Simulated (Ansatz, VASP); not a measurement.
One calculation of Ta2N, two programs

```
CELL_PARAMETERS angstrom
5.22886 0.00000 0.00000
-2.61443 4.52833 0.00000
0.00000 0.00000 4.88353
ATOMIC_POSITIONS crystal
Ta 0.64302 0.64302 0.75260
Ta 0.00000 0.35698 0.75260
Ta 0.35698 0.00000 0.75260
Ta 0.35698 0.35698 0.24740
Ta 0.00000 0.64302 0.24740
Ta 0.64302 0.00000 0.24740
N 0.66667 0.33333 0.50000
N 0.33333 0.66667 0.50000
N 0.00000 0.00000 0.00000
```

Alike in both runs: task single point; functional LDA; k mesh 9 × 9 × 8; occupations gaussian, width 0.15 eV; no spin polarisation.

```csv
,VASP,Ansatz
version,VASP 6.6.1,Ansatz 0.2.0
potentials or method,"VASP PAW LDA potentials, release 64 (Ta_pv, N), cutoff 520 eV","scalar-relativistic, plane waves, PAW"
valence electrons in the cell,81,93
```

Ansatz gave:

```
gap on the k mesh at the Fermi level (eV)                     : none
pressure (GPa)                                                : 4.2
traceless stress, the component that is largest in VASP (GPa) : 0.79
rms of the force components (eV/Å)                            : 1.570
```

Question: What did VASP give for the same quantities?

Answer: gap on the k mesh at the Fermi level (eV): none; pressure (GPa): 5.8; traceless stress, the component that is largest in VASP (GPa): 0.79; rms of the force components (eV/Å): 1.585.

Ansatz warns that its potentials were made for another functional, while VASP's fit it. LDA's correlation is that of Perdew and Zunger in VASP and of Perdew and Wang (1992) in Ansatz. Atom by atom the forces differ by 0.018 eV/Å (rms over components). A gap of «none» marks a metal or a gap that the smearing closes. VASP's potentials hold 81 valence electrons a cell and Ansatz's 93, so a difference there can come from the potentials and not from the codes.

Neither program's run includes spin-orbit coupling.
